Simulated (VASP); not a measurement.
FeNi2, 6 atoms in the cell. The structure is cubic, space group Fd-3m (No. 227). Conventional cell: a = 6.550 Å, b = 6.550 Å, c = 6.550 Å, α = 90.00°, β = 90.00°, γ = 90.00°. Within 3.1 Å of Ni (site symmetry -3m) lie 6 Ni at 2.32 Å and 6 Fe at 2.72 Å. Within 3.6 Å of Fe (site symmetry -43m) lie 12 Ni at 2.72 Å and 4 Fe at 2.84 Å. 

```yaml
Program: VASP 6.6.1
Task: single point
Functional: PBE
Potentials_or_basis: VASP PAW PBE potentials, release 64 (Ni_sv_GW, Fe_sv)
Cutoff: 690 eV
k_mesh: 7 × 7 × 7
Occupations: fermi-dirac, width 0.05 eV
Spin: collinear spin, ferromagnetic start
Starting_moments: "[1.0, 1.0, 1.0, 1.0, 3.0, 3.0] μB"
Dipole_correction: no
Further_INCAR_settings: ALGO = Normal; EDIFF = 1e-06; NBANDS = 65
```

Potentials or basis: VASP PAW PBE potentials, release 64 (Ni_sv_GW, Fe_sv).

Run with:

```console
$ cat potpaw_PBE.64/Ni_sv_GW/POTCAR potpaw_PBE.64/Fe_sv/POTCAR > POTCAR
$ mpirun -np 1 vasp_std > vasp.out
```

Hardware: 1 thread of Intel(R) Xeon(R) Platinum 8259CL CPU @ 2.50GHz (Skylake/Cascade Lake), with other jobs on the host.

Q: Estimate the wall time of this run.

A: Run time: 16 min on 1 thread of Intel(R) Xeon(R) Platinum 8259CL CPU @ 2.50GHz (Skylake/Cascade Lake), with other jobs on the host, peak memory 0.42 GiB. Counts: scf iterations 25, k points 20.
